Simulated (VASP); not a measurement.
Co, 2 atoms in the cell. Symmetry: Fd-3m, No. 227, cubic system. The conventional cell has a = 4.597 Å, b = 4.597 Å, c = 4.597 Å, α = 90.00°, β = 90.00°, γ = 90.00°. Within 2.6 Å of Co (site symmetry -43m) lie 4 Co at 1.99 Å. 

* Program: VASP 6.6.1
* Task: single point
* Functional: PBEsol
* Potentials or basis: VASP PAW PBE potentials, release 64 (Co)
* Cutoff: 520 eV
* k mesh: 15 × 15 × 15
* Occupations: fermi-dirac, width 0.08 eV
* Spin: collinear spin, ferromagnetic start
* Starting moments: [1.7, 1.7] μB
* Dipole correction: no
* Further INCAR settings: ALGO = Normal; EDIFF = 1e-06; NBANDS = 20

Potentials or basis: VASP PAW PBE potentials, release 64 (Co).

Command:

```sh
$ cat potpaw_PBE.64/Co/POTCAR > POTCAR
$ mpirun -np 1 vasp_std > vasp.out
```

Hardware: 1 thread of Intel(R) Xeon(R) 6975P-C (Granite Rapids) (shared host).

Problem. How long does it take, and how much memory?

Solution. Run time: 37 s on 1 thread of Intel(R) Xeon(R) 6975P-C (Granite Rapids), on a shared host, peak memory 0.21 GiB. Counts: scf iterations 15, k points 120.
